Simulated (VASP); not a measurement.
# Pt (Fm-3m) in VASP: single point with PBE

Aim: the single point of Pt with PBE.

Everything below comes from runs of VASP 6.6.1. Logs are shortened: lines on timing, memory, paths and dates and some standing lists are left out, and cuts for length are marked.

**1. The cell of the first run**

Symmetry: Fm-3m, No. 225, cubic system. Conventional cell: a = 3.970 Å, b = 3.970 Å, c = 3.970 Å, α = 90.00°, β = 90.00°, γ = 90.00°. Within 3.7 Å of Pt (site symmetry m-3m) lie 12 Pt at 2.81 Å.

**2. Single point, PBE**

Input file INCAR:

```
SYSTEM = Pt
PREC = Accurate
ENCUT = 520
EDIFF = 1E-7
ISMEAR = 0
SIGMA = 0.1
LREAL = .False.
LASPH = .True.
NELM = 60
ALGO = Normal
ISIF = 2
LWAVE = .False.
LCHARG = .False.
GGA = PE
NBANDS = 11
```

Input file KPOINTS:

```
regular mesh
0
Gamma
  18 18 18
  0 0 0
```

Input file POSCAR:

```
Pt
1.0
    0.0000000000      1.9851153494      1.9851153494
    1.9851153494      0.0000000000      1.9851153494
    1.9851153494      1.9851153494      0.0000000000
Pt
1
Direct
    0.0000000000      0.0000000000      0.0000000000
```

Potentials or basis: VASP PAW PBE potentials, release 64 (Pt).

Started as:

```sh
$ cat potpaw_PBE.64/Pt/POTCAR > POTCAR
$ mpirun -np 1 vasp_std > vasp.out
```

OUTCAR:

```text
SYSTEM = Pt
   PREC = Accurate
   ENCUT = 520
   EDIFF = 1E-7
   ISMEAR = 0
   LREAL = .False.
   LASPH = .True.
   NELM = 60
   ISIF = 2
   GGA = PE

 ion  position               nearest neighbor table
   1  0.000  0.000  0.000-

  LATTYP: Found a face centered cubic cell.
 ALAT       =     3.9702306988

  Lattice vectors:

 A1 = (   0.0000000000,   1.9851153494,   1.9851153494)
 A2 = (   1.9851153494,   0.0000000000,   1.9851153494)
 A3 = (   1.9851153494,   1.9851153494,   0.0000000000)

Analysis of symmetry for initial positions (statically):
=====================================================================
 Subroutine PRICEL returns:
 Original cell was already a primitive cell.

 Routine SETGRP: Setting up the symmetry group for a
 face centered cubic supercell.

 Subroutine GETGRP returns: Found 48 space group operations
 (whereof 48 operations were pure point group operations)
 out of a pool of 48 trial point group operations.

The static configuration has the point symmetry O_h .

Analysis of symmetry for dynamics (positions and initial velocities):
=====================================================================
 Subroutine PRICEL returns:
 Original cell was already a primitive cell.

 Routine SETGRP: Setting up the symmetry group for a
 face centered cubic supercell.

 Subroutine GETGRP returns: Found 48 space group operations
 (whereof 48 operations were pure point group operations)
 out of a pool of 48 trial point group operations.

The dynamic configuration has the point symmetry O_h .

 Subroutine INISYM returns: Found 48 space group operations
 (whereof 48 operations are pure point group operations),
 and found     1 'primitive' translations

----------------------------------------------------------------------------------------

                                     Primitive cell

  volume of cell :      15.6454

  direct lattice vectors                    reciprocal lattice vectors
     0.000000000  1.985115349  1.985115349    -0.251874532  0.251874532  0.251874532
     1.985115349  0.000000000  1.985115349     0.251874532 -0.251874532  0.251874532
     1.985115349  1.985115349  0.000000000     0.251874532  0.251874532 -0.251874532

  length of vectors
     2.807377050  2.807377050  2.807377050     0.436259487  0.436259487  0.436259487

  position of ions in fractional coordinates (direct lattice)
     0.000000000  0.000000000  0.000000000

  ion indices of the primitive-cell ions
   primitive index   ion index
                 1           1
[... 79 lines left out ...]
   ISYM   =      2    0-nonsym 1-usesym 2-fastsym
   POTIM  = 0.5000    time-step for ionic-motion
   TEBEG  =    0.0;   TEEND  =   0.0 temperature during run
   PSTRESS=    0.0 pullay stress
   NELECT =      10.0000    total number of electrons
   NUPDOWN=      -1.0000    fix difference up-down
   EMIN   =  10.00;   EMAX   =-10.00  energy-range for DOS
   EFERMI =   0.00;   METHOD = LEGACY
   ISMEAR =     0;   SIGMA  =   0.10  broadening in eV -4-tet -1-fermi 0-gaus
   EFERMI_NEDOS =   21; number of points for ismear=-14 and -15
   IALGO  =     38    algorithm
   IMIX   =      4    mixing-type and parameters
     AMIX     =   0.40;   BMIX     =  1.00
     AMIX_MAG =   1.60;   BMIX_MAG =  1.00
  volume/ion in A,a.u.               =      15.65       105.58
  Fermi-wavevector in a.u.,A,eV,Ry     =   1.410195  2.664882 27.057214  1.988649
  Thomas-Fermi vector in A             =   2.532173
   LORBIT       =      0    0 simple, 1 ext, 2 COOP (PROOUT), +10 PAW based schemes
   GGA     = PE    functional components
   LHFCALC =     F    Hartree Fock is set to
   AEXX    =    0.0000 exact exchange contribution
   IVDW    =     0    specifies the selected vdW correction
   LEPSILON=     F    determine dielectric tensor
   LRPA    =     F    only Hartree local field effects (RPA)
 non-spin polarized calculation
 Gauss-broadening in eV      SIGMA  =   0.10
  energy-cutoff  :      520.00
  volume of cell :       15.65
 maximum number of plane-waves:       444
 NGX is ok and might be reduce to    24
   NGX = 11   NGY = 11   NGZ = 11

 number of electron      10.0000002 magnetization

 Free energy of the ion-electron system (eV)
  ---------------------------------------------------
  ext. energy  EPLUGINS =         0.00000000
  ---------------------------------------------------
  free energy    TOTEN  =        -6.10004438 eV

  energy without entropy =       -6.08876808  energy(sigma->0) =       -6.09440623

 E-fermi :  10.5717     XC(G=0): -13.2709

 val. band max:       10.5713959703   @ k =  -0.3333   0.3889   0.1111
 cond. band min:      10.5823078834   @ k =   0.4444   0.1111   0.0000
 fundamental gap:      0.0109119131
 Fermi energy:        10.5717334661

 k-point     1 :       0.0000    0.0000    0.0000
  band No.  band energies     occupation
      1       0.7629      2.00000
      2       7.0025      2.00000
      3       7.0025      2.00000
      4       7.0025      2.00000
      5       9.0299      2.00000
      6       9.0299      2.00000
      7      25.3079      0.00000
      8      30.0667      0.00000
      9      30.0667      0.00000
     10      30.0667      0.00000
     11      35.2785      0.00000
[... 309 lines left out ...]
 k-point    24 :      -0.2222    0.0556    0.0000
  band No.  band energies     occupation
      1       2.7496      2.00000
      2       6.5419      2.00000
      3       7.3748      2.00000
      4       7.4382      2.00000
      5       8.8546      2.00000
      6       9.4929      2.00000
      7      24.0500      0.00000
      8      27.0397      0.00000
      9      31.2525      0.00000
     10      32.7672      0.00000
     11      33.9703      0.00000

 [... further k-points ...]

------------------------ aborting loop because EDIFF is reached ----------------------------------------

  FORCE on cell =-STRESS in cart. coord.  units (eV):
  Direction    XX          YY          ZZ          XY          YZ          ZX
  --------------------------------------------------------------------------------------
  -------------------------------------------------------------------------------------
  Total       -0.0503681     -0.0503681     -0.0503681      0.0000000      0.0000000      0.0000000
  in kB       -5.1579687     -5.1579687     -5.1579687      0.0000000      0.0000000      0.0000000
  external PRESSURE =      -5.1579687 kB  Pullay stress =       0.0000000 kB

 VOLUME and BASIS-vectors are now :
 -----------------------------------------------------------------------------
  energy-cutoff  :      520.00
  volume of cell :       15.65
      direct lattice vectors                 reciprocal lattice vectors
     0.000000000  1.985115349  1.985115349    -0.251874532  0.251874532  0.251874532
     1.985115349  0.000000000  1.985115349     0.251874532 -0.251874532  0.251874532
     1.985115349  1.985115349  0.000000000     0.251874532  0.251874532 -0.251874532

 POSITION                                       TOTAL-FORCE (eV/Angst)
 -----------------------------------------------------------------------------------
      0.00000      0.00000      0.00000         0.000000      0.000000      0.000000
 -----------------------------------------------------------------------------------
    total drift:                                0.000000     -0.000000     -0.000000

  FREE ENERGIE OF THE ION-ELECTRON SYSTEM (eV)
  ---------------------------------------------------
  free  energy   TOTEN  =        -6.1000443831 eV

  energy  without entropy=       -6.0887680775  energy(sigma->0) =       -6.09440623
```

stdout:

```text
POSCAR found type information on POSCAR Pt
 POSCAR found :  1 types and       1 ions
 scaLAPACK will be used
 LDA part: xc-table for (Slater+PW92), standard interpolation
 POSCAR, INCAR and KPOINTS ok, starting setup
 FFT: planning ... GRIDC
 FFT: planning ... GRID_SOFT
 FFT: planning ... GRID
 WAVECAR not read
 entering main loop
```

It took 30 s on 1 thread of AMD EPYC 7R13 (Zen 3), shared host; peak memory 0.14 GiB.

Results:

| Quantity | Value |
| --- | --- |
| Free energy | -6.1000 eV |
| Pressure | -0.5 GPa |
| Band gap on the k mesh | zero (band 5 reaches 11.03 eV, above the bottom of band 6 at 8.94 eV) |

Levels at points of the mesh, in eV from the Fermi level:
```
           k point  band 2  band 3  band 4  band 5  band 6  band 7  band 8  band 9
(0.00, 0.00, 0.00)   -3.57   -3.57   -3.57   -1.54   -1.54   14.74   19.49   19.49
(0.50, 0.00, 0.00)   -3.63   -3.63   -0.32    0.03    0.03    5.56   14.29   18.73
(0.50, 0.50, 0.00)   -6.24   -0.01    0.45    0.45    1.85    8.49   11.28   11.28
```

Caveat: spin-orbit coupling is left out, which moves the levels of the heavy elements.
